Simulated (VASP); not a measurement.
Wanted: the native input for a VASP 6.6.1 run.

- Task: single point
- Functional: PBE
- Potentials or basis: VASP PAW PBE potentials, release 64 (Ca_sv, O)
- Cutoff: 520 eV
- k mesh: 12 × 12 × 6
- Occupations: fermi-dirac, width 0.02 eV
- Spin: no spin polarisation
- Dipole correction: no
- Further INCAR settings: ALGO = Normal; EDIFF = 1e-06; NBANDS = 24

The structure of CaO lies in POSCAR:

```
CaO
1.0
    4.0007421902      0.0000000000      0.0000000000
   -2.0003710951      3.4647443707      0.0000000000
    0.0000000000      0.0000000000      4.7585179589
Ca O
2 2
Direct
    0.3333333333      0.6666666667     -0.0625000000
    0.6666666667      0.3333333333      0.4375000000
    0.3333333333      0.6666666667      0.4375000000
    0.6666666667      0.3333333333      0.9375000000
```

This cell differs from its parent crystal: epitaxial xy strain +0.5%.

One way to write it, as run:

INCAR

```
SYSTEM = CaO
PREC     = Accurate       ! precision mode
ENCUT    = 520            ! plane-wave cutoff, eV
EDIFF    = 1E-6           ! SCF threshold, eV
ISMEAR   = -1             ! smearing method
SIGMA    = 0.02           ! smearing width, eV
LREAL    = .FALSE.        ! projectors in reciprocal space
LASPH    = .TRUE.         ! aspherical terms in the spheres
NELM     = 80             ! most SCF steps
ALGO     = Normal         ! electronic algorithm
ISIF     = 2              ! what is computed and relaxed
LWAVE    = .FALSE.        ! write WAVECAR
LCHARG   = .TRUE.         ! write CHGCAR
GGA      = PE             ! functional
LELF     = .TRUE.         ! ELF
LVHAR    = .TRUE.       
NBANDS   = 24             ! bands
```

KPOINTS

```
Automatic mesh
0
G
  12 12 6
  0 0 0
```

Potentials or basis: VASP PAW PBE potentials, release 64 (Ca_sv, O).

The run is started by

```sh
$ cat potpaw_PBE.64/Ca_sv/POTCAR potpaw_PBE.64/O/POTCAR > POTCAR
$ mpirun -np 1 vasp_std > vasp.out
```

Results of the run:

```
Pressure               : 1.6 GPa
Band gap on the k mesh : 3.14 eV
```

Caveat: the cell differs from its parent crystal (epitaxial xy strain +0.5%); the structure was generated, so it needn't be the stable form of CaO.

Run time: 2.8 min on 1 thread of Oxide Virtual Turin-like Processor (shared host), peak memory 0.21 GiB.
